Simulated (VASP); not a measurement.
A run of VASP 6.6.1 is set up as follows.

The input INCAR:

```
PREC     = Accurate       # precision mode
ENCUT    = 520            # plane-wave cutoff, eV
EDIFF    = 1E-6           # SCF threshold, eV
ISMEAR   = -1             # smearing method
SIGMA    = 0.2            # smearing width, eV
LREAL    = False          # projectors in reciprocal space
LASPH    = True           # aspherical terms in the spheres
NELM     = 60             # most SCF steps
ALGO     = Fast           # electronic algorithm
ISIF     = 2              # what is computed and relaxed
LWAVE    = False          # write WAVECAR
LCHARG   = False          # write CHGCAR
GGA      = PS             # functional
NBANDS   = 18             # bands
```

The input KPOINTS:

```
regular mesh
0
Gamma
  16 16 6
```

File POSCAR:

```
Al3Cu
1.0
    2.7784054294      0.0000000000      0.0000000000
    0.0000000000      2.7784054294      0.0000000000
    0.0000000000      0.0000000000      7.5134034100
Al Cu
3 1
Direct
    0.0000000000      0.0000000000      0.5000000000
    0.5000000000      0.5000000000      0.2261155100
    0.5000000000      0.5000000000      0.7738844900
    0.0000000000      0.0000000000      0.0000000000
```

Potentials or basis: VASP PAW PBE potentials, release 64 (Al, Cu).

Run with:

```console
$ cat potpaw_PBE.64/Al/POTCAR potpaw_PBE.64/Cu/POTCAR > POTCAR
$ mpirun -np 1 vasp_std > vasp.out
```

Q: What does it give for the band gap on the k mesh?

A: Zero (bands 10 and 11 overlap by 6.31 eV).

Q: Estimate the pressure.

A: 1.4 GPa.

Stress tensor (GPa, compression positive):
```
1.22 0.00 0.00
0.00 1.22 0.00
0.00 0.00 1.72
```

Caveat: the PAW data sets were made with another functional, which shifts forces and pressure a little.
